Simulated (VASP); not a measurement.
# GaP (I-4m2) in VASP: a series of runs

The runs below take GaP through single point, with r2SCAN.

All numbers are computed with VASP 6.6.1; they aren't measurements. Logs are shortened: lines on timing, memory, paths and dates and some standing lists are left out, and cuts for length are marked.

## 1. The cell of the first run

The structure is tetragonal, space group I-4m2 (No. 119). The conventional cell has a = 3.854 Å, b = 3.854 Å, c = 4.905 Å, α = 90.00°, β = 90.00°, γ = 90.00°. Ga (site symmetry -4m2) has 4 P at 2.28 Å within 3.0 Å. P (site symmetry -4m2) has 4 Ga at 2.28 Å within 3.0 Å.

## 2. Single point, r2SCAN (strain -0.1000 x Voigt [0, 0, 1, 0, 0, 0])

Contents of POSCAR:

```
GaP
1.0
    0.0000000000      2.7252500000      2.4527250000
    2.7252500000      0.0000000000      2.4527250000
    2.7252500000      2.7252500000      0.0000000000
Ga P
1 1
Direct
    0.0000000000      0.0000000000      0.0000000000
    0.7500000000      0.7500000000      0.7500000000
```

Contents of INCAR.step1:

```
SYSTEM = GaP
  PREC = Accurate
  ENCUT = 520
  ISMEAR = 0
  SIGMA = 0.05
  LREAL = .False.
  LASPH = .True.
  NELM = 60
  NBANDS = 16
  GGA = PE
  ALGO = Normal
  EDIFF = 1E-4
  LWAVE = .True.
  LCHARG = .False.
```

Contents of INCAR.step2:

```
SYSTEM = GaP
  PREC = Accurate
  ENCUT = 520
  EDIFF = 1E-6
  ISMEAR = 0
  SIGMA = 0.05
  LREAL = .False.
  LASPH = .True.
  NELM = 60
  ALGO = Normal
  ISIF = 2
  LWAVE = .False.
  LCHARG = .False.
  METAGGA = R2SCAN
  LMIXTAU = .True.
  NBANDS = 16
  ISTART = 1
```

Contents of KPOINTS:

```
regular mesh
0
Gamma
  8 8 8
  0 0 0
```

Potentials or basis: VASP PAW PBE potentials, release 64 (Ga_d, P).

The run is started by

```sh
$ cat potpaw_PBE.64/Ga_d/POTCAR potpaw_PBE.64/P/POTCAR > POTCAR
$ cp INCAR.step1 INCAR
$ mpirun -np 1 vasp_std > vasp.out
$ cp INCAR.step2 INCAR
$ mpirun -np 1 vasp_std > vasp.out
```

OUTCAR:

```text
SYSTEM = GaP
   PREC = Accurate
   ENCUT = 520
   EDIFF = 1E-6
   ISMEAR = 0
   LREAL = .False.
   LASPH = .True.
   NELM = 60
   ISIF = 2
   METAGGA = R2SCAN
   ISTART = 1

 ion  position               nearest neighbor table
   1  0.000  0.000  0.000-   2 2.28   2 2.28   2 2.28   2 2.28
   2  0.750  0.750  0.750-   1 2.28   1 2.28   1 2.28   1 2.28

  LATTYP: Found a body centered tetragonal cell.
 ALAT       =     3.8540855109
 C/A-ratio  =     1.2727922061

  Lattice vectors:

 A1 = (   0.0000000000,  -2.7252500000,  -2.4527250000)
 A2 = (   0.0000000000,   2.7252500000,  -2.4527250000)
 A3 = (   2.7252500000,   0.0000000000,   2.4527250000)

Analysis of symmetry for initial positions (statically):
=====================================================================
 Subroutine PRICEL returns:
 Original cell was already a primitive cell.

 Routine SETGRP: Setting up the symmetry group for a
 body centered tetragonal supercell.

 Subroutine GETGRP returns: Found  8 space group operations
 (whereof  8 operations were pure point group operations)
 out of a pool of 16 trial point group operations.

The static configuration has the point symmetry D_2d.

Analysis of symmetry for dynamics (positions and initial velocities):
=====================================================================
 Subroutine PRICEL returns:
 Original cell was already a primitive cell.

 Routine SETGRP: Setting up the symmetry group for a
 body centered tetragonal supercell.

 Subroutine GETGRP returns: Found  8 space group operations
 (whereof  8 operations were pure point group operations)
 out of a pool of 16 trial point group operations.

The dynamic configuration has the point symmetry D_2d.

 Subroutine INISYM returns: Found  8 space group operations
 (whereof  8 operations are pure point group operations),
 and found     1 'primitive' translations

----------------------------------------------------------------------------------------

                                     Primitive cell

  volume of cell :      36.4327

  direct lattice vectors                    reciprocal lattice vectors
     0.000000000  2.725250000  2.452725000    -0.183469406  0.183469406  0.203854896
     2.725250000  0.000000000  2.452725000     0.183469406 -0.183469406  0.203854896
     2.725250000  2.725250000  0.000000000     0.183469406  0.183469406 -0.203854896

  length of vectors
     3.666448893  3.666448893  3.854085511     0.329967976  0.329967976  0.329967976

  position of ions in fractional coordinates (direct lattice)
     0.000000000  0.000000000  0.000000000
     0.750000000  0.750000000  0.750000000

  ion indices of the primitive-cell ions
   primitive index   ion index
                 1           1
                 2           2

----------------------------------------------------------------------------------------

 KPOINTS: regular mesh

Automatic generation of k-mesh.
 Grid dimensions read from file:
 generate k-points for:    8    8    8

 Generating k-lattice:

  Cartesian coordinates                     Fractional coordinates (reciprocal lattice)
    -0.022933676  0.022933676  0.025481862     0.125000000  0.000000000  0.000000000
     0.022933676 -0.022933676  0.025481862     0.000000000  0.125000000  0.000000000
     0.022933676  0.022933676 -0.025481862     0.000000000  0.000000000  0.125000000

  Length of vectors
     0.041245997  0.041245997  0.041245997

  Shift w.r.t. Gamma in fractional coordinates (k-lattice)
     0.000000000  0.000000000  0.000000000

 Subroutine IBZKPT returns following result:
 ===========================================

 Found     59 irreducible k-points:

 Following reciprocal coordinates:
            Coordinates               Weight
  0.000000  0.000000  0.000000      1.000000
  0.125000  0.000000  0.000000      8.000000
  0.250000  0.000000  0.000000      8.000000
  0.375000  0.000000  0.000000      8.000000
  0.500000  0.000000  0.000000      4.000000
  0.125000  0.125000  0.000000      2.000000
[... 16 lines left out ...]
  0.250000  0.000000  0.125000     16.000000
  0.375000  0.000000  0.125000     16.000000
 [... further k-points ...]
   k-points           NKPTS =     59   k-points in BZ     NKDIM =     59   number of bands    NBANDS=     16
   number of dos      NEDOS =    301   number of ions     NIONS =      2
   total plane-waves  NPLWV =  23520
   dimension x,y,z NGX =    28 NGY =   28 NGZ =   30
   dimension x,y,z NGXF=    56 NGYF=   56 NGZF=   60
   ions per type =               1   1
   NGX,Y,Z   is equivalent  to a cutoff of  12.70, 12.70, 12.94 a.u.
   NGXF,Y,Z  is equivalent  to a cutoff of  25.39, 25.39, 25.88 a.u.
 SYSTEM =  GaP
   PREC   = accura    normal or accurate (medium, high low for compatibility)
   ISTART =      1    job   : 0-new  1-cont  2-samecut
   ICHARG =      0    charge: 1-file 2-atom 10-const
   ISPIN  =      1    spin polarized calculation?
   LNONCOLLINEAR =      F non collinear calculations
   LSORBIT =      F    spin-orbit coupling
   LASPH  =      T    aspherical Exc in radial PAW
   ENCUT  =  520.0 eV  38.22 Ry    6.18 a.u.   6.82  6.82  7.17*2*pi/ulx,y,z
   NELM   =     60;   NELMIN=  2; NELMDL=  0     # of ELM steps
   EDIFF  = 0.1E-05   stopping-criterion for ELM
   LREAL  =      F    real-space projection
   EDIFFG = 0.1E-04   stopping-criterion for IOM
   NSW    =      0    number of steps for IOM
   IBRION =     -1    ionic relax: 0-MD 1-quasi-New 2-CG
   NFREE  =      0    steps in history (QN), initial steepest desc. (CG)
   ISIF   =      2    stress and relaxation
   ISYM   =      2    0-nonsym 1-usesym 2-fastsym
   POTIM  = 0.5000    time-step for ionic-motion
   TEBEG  =    0.0;   TEEND  =   0.0 temperature during run
   PSTRESS=    0.0 pullay stress
   NELECT =      18.0000    total number of electrons
   NUPDOWN=      -1.0000    fix difference up-down
   EMIN   =  10.00;   EMAX   =-10.00  energy-range for DOS
   EFERMI =   0.00;   METHOD = LEGACY
   ISMEAR =     0;   SIGMA  =   0.05  broadening in eV -4-tet -1-fermi 0-gaus
   EFERMI_NEDOS =   21; number of points for ismear=-14 and -15
   IALGO  =     38    algorithm
   IMIX   =      4    mixing-type and parameters
     AMIX     =   0.40;   BMIX     =  1.00
     AMIX_MAG =   1.60;   BMIX_MAG =  1.00
  volume/ion in A,a.u.               =      18.22       122.93
  Fermi-wavevector in a.u.,A,eV,Ry     =   1.294201  2.445686 22.789172  1.674957
  Thomas-Fermi vector in A             =   2.425799
   LORBIT       =      0    0 simple, 1 ext, 2 COOP (PROOUT), +10 PAW based schemes
   METAGGA = R2SCAN    functional components
   LHFCALC =     F    Hartree Fock is set to
   AEXX    =    0.0000 exact exchange contribution
   IVDW    =     0    specifies the selected vdW correction
   LEPSILON=     F    determine dielectric tensor
   LRPA    =     F    only Hartree local field effects (RPA)
 non-spin polarized calculation
 Gauss-broadening in eV      SIGMA  =   0.05
  energy-cutoff  :      520.00
  volume of cell :       36.43
 maximum number of plane-waves:       996
   NGX = 13   NGY = 13   NGZ = 15

 number of electron      18.0000003 magnetization

 Free energy of the ion-electron system (eV)
  ---------------------------------------------------
  ext. energy  EPLUGINS =         0.00000000
  ---------------------------------------------------
  free energy    TOTEN  =       -21.26958517 eV

  energy without entropy =      -21.26958517  energy(sigma->0) =      -21.26958517

 E-fermi :   6.2315     XC(G=0): -11.0835

 val. band max:        5.9862586951   @ k =   0.0000   0.0000   0.0000
 cond. band min:       6.6371201664   @ k =   0.3750   0.3750   0.0000
 fundamental gap:      0.6508614713
 Fermi energy:         6.2315085861

 k-point     1 :       0.0000    0.0000    0.0000
  band No.  band energies     occupation
      1      -9.6140      2.00000
      2      -9.6138      2.00000
      3      -9.5850      2.00000
      4      -9.4687      2.00000
      5      -9.4531      2.00000
      6      -8.2541      2.00000
[... 8 lines left out ...]
     15      15.5598      0.00000
     16      16.7501      0.00000

 k-point     2 :       0.1250    0.0000    0.0000
  band No.  band energies     occupation
      1      -9.6355      2.00000
      2      -9.6070      2.00000
      3      -9.5858      2.00000
      4      -9.4681      2.00000
      5      -9.4516      2.00000
      6      -8.0062      2.00000
[... 8 lines left out ...]
     15      15.5961      0.00000
     16      16.7611      0.00000

 k-point     3 :       0.2500    0.0000    0.0000
  band No.  band energies     occupation
      1      -9.6869      2.00000
      2      -9.5925      2.00000
      3      -9.5736      2.00000
      4      -9.4679      2.00000
      5      -9.4451      2.00000
      6      -7.3130      2.00000
[... 8 lines left out ...]
     15      15.0996      0.00000
     16      17.1094      0.00000

 k-point     4 :       0.3750    0.0000    0.0000
  band No.  band energies     occupation
      1      -9.7289      2.00000
      2      -9.5822      2.00000
      3      -9.5619      2.00000
      4      -9.4661      2.00000
      5      -9.4341      2.00000
      6      -6.3338      2.00000
[... 8 lines left out ...]
     15      16.9655      0.00000
     16      17.3662      0.00000
[... 324 lines left out ...]
 k-point    22 :       0.1250    0.0000    0.1250
  band No.  band energies     occupation
      1      -9.6531      2.00000
      2      -9.5990      2.00000
      3      -9.5745      2.00000
      4      -9.4658      2.00000
      5      -9.4538      2.00000
      6      -7.9481      2.00000
[... 8 lines left out ...]
     15      16.1571      0.00000
     16      17.0273      0.00000

 k-point    23 :       0.2500    0.0000    0.1250
  band No.  band energies     occupation
      1      -9.6893      2.00000
      2      -9.5850      2.00000
      3      -9.5649      2.00000
      4      -9.4675      2.00000
      5      -9.4504      2.00000
      6      -7.4237      2.00000
[... 8 lines left out ...]
     15      16.1297      0.00000
     16      18.2560      0.00000

 k-point    24 :       0.3750    0.0000    0.1250
  band No.  band energies     occupation
      1      -9.7242      2.00000
      2      -9.5760      2.00000
      3      -9.5551      2.00000
      4      -9.4668      2.00000
      5      -9.4430      2.00000
      6      -6.5325      2.00000
[... 8 lines left out ...]
     15      16.8852      0.00000
     16      18.1504      0.00000

 [... further k-points ...]
[... 5 lines left out ...]
  --------------------------------------------------------------------------------------
  -------------------------------------------------------------------------------------
  Total        2.0427559      2.0427559      3.5929836      0.0000000      0.0000000      0.0000000
  in kB       89.8329166     89.8329166    158.0062522      0.0000000      0.0000000      0.0000000
  external PRESSURE =     112.5573618 kB  Pullay stress =       0.0000000 kB

 VOLUME and BASIS-vectors are now :
 -----------------------------------------------------------------------------
  energy-cutoff  :      520.00
  volume of cell :       36.43
      direct lattice vectors                 reciprocal lattice vectors
     0.000000000  2.725250000  2.452725000    -0.183469406  0.183469406  0.203854896
     2.725250000  0.000000000  2.452725000     0.183469406 -0.183469406  0.203854896
     2.725250000  2.725250000  0.000000000     0.183469406  0.183469406 -0.203854896

 POSITION                                       TOTAL-FORCE (eV/Angst)
 -----------------------------------------------------------------------------------
      0.00000      0.00000      0.00000        -0.000000     -0.000000      0.000000
      4.08788      4.08788      3.67909         0.000000      0.000000     -0.000000
 -----------------------------------------------------------------------------------
    total drift:                                0.000013      0.000013     -0.000194

  FREE ENERGIE OF THE ION-ELECTRON SYSTEM (eV)
  ---------------------------------------------------
  free  energy   TOTEN  =       -21.2695851735 eV

  energy  without entropy=      -21.2695851735  energy(sigma->0) =      -21.26958517
```

Run time: 95 s. Hardware: 1 thread of Intel Xeon Platinum 8375C at 2.90GHz (Ice Lake), shared host; peak memory 0.18 GiB.

What came out:

* Free energy: -21.2696 eV
* Pressure: 11.3 GPa
* Band gap on the k mesh: 0.65 eV, indirect (least direct gap 2.85 eV)

Stress tensor (GPa, compression positive):
```
 8.98  0.00  0.00
 0.00  8.98  0.00
 0.00  0.00 15.80
```

Levels at points of the mesh, in eV from the valence-band top:
| k point | band 6 | band 7 | band 8 | band 9 | band 10 | band 11 | band 12 | band 13 |
| --- | --- | --- | --- | --- | --- | --- | --- | --- |
| (0.00, 0.00, 0.00) | -14.24 | -0.57 | -0.57 | 0.00 | 2.85 | 3.70 | 3.93 | 3.93 |
| (0.50, 0.00, 0.00) | -11.69 | -7.87 | -2.16 | -1.25 | 1.73 | 4.19 | 5.45 | 8.84 |
| (0.50, 0.50, 0.00) | -10.23 | -7.31 | -4.09 | -4.09 | 0.79 | 0.88 | 11.66 | 11.66 |
| (0.50, 0.00, 0.50) | -10.82 | -8.12 | -3.29 | -3.19 | 1.64 | 2.02 | 10.92 | 11.21 |

Caveat: the cell differs from its parent crystal (strain -0.1000 x Voigt [0, 0, 1, 0, 0, 0]); the PAW data sets were made with another functional, which shifts forces and pressure a little. A k mesh can miss the band edges.

(Continued in part 2 of 2.)
